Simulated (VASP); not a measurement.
# CsTaB (Immm) in VASP: a series of runs, part 2 of 2

VASP 6.6.1.

**3. Relaxation of cell and atoms, PBE**

This run uses another cell than the first one, of 20.94 Å³/atom.

The input, INCAR:

```
PREC = Accurate ; ENCUT = 600
EDIFF = 1E-6 ; ISMEAR = 0
SIGMA = 0.1 ; LREAL = False
LASPH = True ; NELM = 100
ALGO = Normal ; ISIF = 3
LWAVE = False ; LCHARG = False
GGA = PE ; IBRION = 2
NSW = 90 ; EDIFFG = -0.04
```

The input, KPOINTS:

```
Automatic mesh
0
Gamma
  6 6 6
```

The input, POSCAR:

```
CsTaB
1.0
   -2.0507858200      2.6718149500      2.8665910800
    2.0507858200     -2.6718149500      2.8665910800
    2.0507858200      2.6718149500     -2.8665910800
Cs Ta B
1 1 1
Direct
    0.0000000000      0.5000000000      0.5000000000
    0.5000000000      0.0000000000      0.5000000000
    0.5000000000      0.5000000000      0.0000000000
```

Potentials or basis: VASP PAW PBE potentials, release 64 (Cs_sv, Ta_pv, B).

Launch:

```bash
$ cat potpaw_PBE.64/Cs_sv/POTCAR potpaw_PBE.64/Ta_pv/POTCAR potpaw_PBE.64/B/POTCAR > POTCAR
$ mpirun -np 1 vasp_std > vasp.out
```

OUTCAR:

```text
PREC = Accurate
   ENCUT = 600
   EDIFF = 1E-6
   ISMEAR = 0
   LREAL = False
   LASPH = True
   NELM = 100
   ISIF = 3
   GGA = PE
   IBRION = 2
   NSW = 90
   EDIFFG = -0.04

 ion  position               nearest neighbor table
   1  0.000  0.500  0.500-   3 2.67   3 2.67   2 2.87   2 2.87   2 3.37   2 3.37   2 3.37   2 3.37

   2  0.500  0.000  0.500-   3 2.05   3 2.05   1 2.87   1 2.87   1 3.37   1 3.37   1 3.37   1 3.37

   3  0.500  0.500  0.000-   2 2.05   2 2.05   1 2.67   1 2.67

  LATTYP: Found a body centered orthorhombic cell.
 ALAT       =     4.1015716400
 B/A-ratio  =     1.3028249581
 C/A-ratio  =     1.3978012975

  Lattice vectors:

 A1 = (  -2.0507858200,   2.6718149500,   2.8665910800)
 A2 = (   2.0507858200,  -2.6718149500,   2.8665910800)
 A3 = (   2.0507858200,   2.6718149500,  -2.8665910800)

Analysis of symmetry for initial positions (statically):
=====================================================================
 Subroutine PRICEL returns:
 Original cell was already a primitive cell.

 Routine SETGRP: Setting up the symmetry group for a
 body centered orthorhombic supercell.

 Subroutine GETGRP returns: Found  8 space group operations
 (whereof  8 operations were pure point group operations)
 out of a pool of  8 trial point group operations.

The static configuration has the point symmetry D_2h.

Analysis of symmetry for dynamics (positions and initial velocities):
=====================================================================
 Subroutine PRICEL returns:
 Original cell was already a primitive cell.

 Routine SETGRP: Setting up the symmetry group for a
 body centered orthorhombic supercell.

 Subroutine GETGRP returns: Found  8 space group operations
 (whereof  8 operations were pure point group operations)
 out of a pool of  8 trial point group operations.

The dynamic configuration has the point symmetry D_2h.

 Subroutine INISYM returns: Found  8 space group operations
 (whereof  8 operations are pure point group operations),
 and found     1 'primitive' translations

----------------------------------------------------------------------------------------

                                     Primitive cell

[... 122 lines left out ...]
   LRPA    =     F    only Hartree local field effects (RPA)
 conjugate gradient relaxation of ions
 non-spin polarized calculation
 Gauss-broadening in eV      SIGMA  =   0.10
  energy-cutoff  :      600.00
  volume of cell :       62.83
 maximum number of plane-waves:      2126
   NGX = 17   NGY = 17   NGZ = 17

--------------------------------------- Ionic step        1  -------------------------------------------

 number of electron      23.0000000 magnetization

 Free energy of the ion-electron system (eV)
  ---------------------------------------------------
  ext. energy  EPLUGINS =         0.00000000
  ---------------------------------------------------
  free energy    TOTEN  =       -11.37305617 eV

  energy without entropy =      -11.35547866  energy(sigma->0) =      -11.36426742

 E-fermi :   4.3708     XC(G=0): -10.5948

 val. band max:        4.3668368579   @ k =   0.3333  -0.1667   0.1667
 cond. band min:       4.3806703282   @ k =   0.3333  -0.3333   0.1667
 fundamental gap:      0.0138334702
 Fermi energy:         4.3707947344

 k-point     1 :       0.0000    0.0000    0.0000
  band No.  band energies     occupation
      1     -30.4043      2.00000
      2     -30.2287      2.00000
      3     -29.9194      2.00000
      4     -17.8059      2.00000
      5      -4.8081      2.00000
      6      -4.6167      2.00000
      7      -3.9327      2.00000
      8      -3.1755      2.00000
      9       2.4670      2.00000
     10       3.0003      2.00000
     11       3.6295      2.00000
     12       3.6953      2.00000
     13       3.7219      2.00000
     14       5.0275      0.00000
[... 519 lines left out ...]
  FREE ENERGIE OF THE ION-ELECTRON SYSTEM (eV)
  ---------------------------------------------------
  free  energy   TOTEN  =       -12.5002116339 eV

  energy  without entropy=      -12.4749087111  energy(sigma->0) =      -12.48756017

[... ionic steps 4 to 17 ...]

--------------------------------------- Ionic step       18  -------------------------------------------

 number of electron      22.9999998 magnetization

------------------------ aborting loop because EDIFF is reached ----------------------------------------
[... 69 lines left out ...]
--------------------------------------- Ionic step       20  -------------------------------------------

 number of electron      23.0000001 magnetization

 Free energy of the ion-electron system (eV)
  ---------------------------------------------------
  ext. energy  EPLUGINS =         0.00000000
  ---------------------------------------------------
  free energy    TOTEN  =       -13.34177583 eV

  energy without entropy =      -13.32726071  energy(sigma->0) =      -13.33451827

 E-fermi :   0.9069     XC(G=0):  -7.8227

 val. band max:        0.9037351453   @ k =   0.5000  -0.1667   0.1667
 cond. band min:       0.9256370005   @ k =   0.1667   0.0000   0.0000
 fundamental gap:      0.0219018551
 Fermi energy:         0.9068812739

 k-point     1 :       0.0000    0.0000    0.0000
  band No.  band energies     occupation
      1     -34.3862      2.00000
      2     -34.3407      2.00000
      3     -33.6004      2.00000
      4     -21.1170      2.00000
      5      -7.9712      2.00000
      6      -7.8824      2.00000
      7      -7.6559      2.00000
      8      -6.0162      2.00000
      9      -0.5817      2.00000
     10       0.5014      2.00000
     11       0.8919      1.16761
     12       1.4691      0.00000
     13       1.5298      0.00000
     14       1.5543      0.00000
[... 445 lines left out ...]
  FREE ENERGIE OF THE ION-ELECTRON SYSTEM (eV)
  ---------------------------------------------------
  free  energy   TOTEN  =       -13.3417758317 eV

  energy  without entropy=      -13.3272607100  energy(sigma->0) =      -13.33451827

 reached required accuracy - stopping structural energy minimisation
```

CONTCAR:

```text
CsTaB
   1.00000000000000
    -2.0704847344121657    3.6161043754413038    3.8536682836025289
     2.0704847344121657   -3.6161043754413038    3.8536682836025289
     2.0704847344121657    3.6161043754413038   -3.8536682836025289
  Cs              Ta              B
     1     1     1
Direct
     0.0000000000000000    0.5000000000000000    0.5000000000000000
     0.5000000000000000    0.0000000000000000    0.5000000000000000
     0.5000000000000000    0.5000000000000000    0.0000000000000000

  0.00000000E+00  0.00000000E+00  0.00000000E+00
  0.00000000E+00  0.00000000E+00  0.00000000E+00
  0.00000000E+00  0.00000000E+00  0.00000000E+00
```

Wall time 17 min (1 thread of Intel Xeon 8259CL, shared host); peak memory 0.26 GiB.

What came out:

| Item | Value |
| --- | --- |
| Free energy | -13.3418 eV |
| Relaxed volume | 38.47 Å³/atom |
| Relaxed cell | a = 5.676 Å, b = 5.676 Å, c = 5.676 Å, α = 137.21°, β = 100.85°, γ = 94.47° |
| Space group after relaxing (to 0.1 Å) | Immm (No. 71) |
| Energy gained by relaxing | 656.2 meV/atom |
| Ionic steps | 20 |
| Pressure after relaxing | 0.0 GPa |
| Band gap on the k mesh | zero (an odd number of electrons rules out a gap without spin polarisation) |

The path:
| step | energy change (eV) | largest force (eV/Å) | pressure (GPa) | volume (Å³) |
| --- | --- | --- | --- | --- |
| 1 | 0.0000 | 0.0000 | 19.47 | 62.83 |
| 2 | -1.1132 | 0.0000 | -1.24 | 88.86 |
| 3 | -1.1272 | 0.0000 | 0.18 | 85.12 |
| 4 | -1.5928 | 0.0000 | 0.72 | 90.83 |
| 5 | -1.2656 | 0.0000 | 8.47 | 101.45 |
| 6 | -1.8100 | 0.0000 | 2.06 | 94.72 |
| 7 | -1.8182 | 0.0000 | 3.39 | 96.63 |
| 8 | -1.8250 | 0.0000 | 2.99 | 96.11 |
| 9 | -1.9400 | 0.0000 | 0.03 | 110.70 |
| 10 | -1.9411 | 0.0000 | -0.26 | 112.65 |
| 11 | -1.9539 | 0.0000 | 0.16 | 115.11 |
| 12 | -1.9539 | 0.0000 | 0.16 | 115.17 |
| 13 | -1.9631 | 0.0000 | -0.33 | 117.43 |
| 14 | -1.9633 | 0.0000 | -0.44 | 117.87 |
| 15 | -1.9669 | 0.0000 | 0.00 | 116.90 |
| 16 | -1.9669 | 0.0000 | -0.08 | 117.05 |
| 17 | -1.9683 | 0.0000 | -0.17 | 116.40 |
| 18 | -1.9683 | 0.0000 | -0.17 | 116.34 |
| 19 | -1.9687 | 0.0000 | 0.04 | 115.21 |
| 20 | -1.9687 | 0.0000 | 0.01 | 115.41 |

Final structure:
```
Cs Ta B
1.0
    -2.07048    3.61610    3.85367
     2.07048   -3.61610    3.85367
     2.07048    3.61610   -3.85367
Cs Ta B
1 1 1
Direct
  0.00000 0.50000 0.50000
  0.50000 0.00000 0.50000
  0.50000 0.50000 0.00000
```

Caveat: the volume moved by over 15 % at a fixed basis, so the end points are rough; spin-orbit coupling is left out, which moves the levels of the heavy elements.

The gap in the log of VASP goes by the Fermi energy; the results here count the filled bands.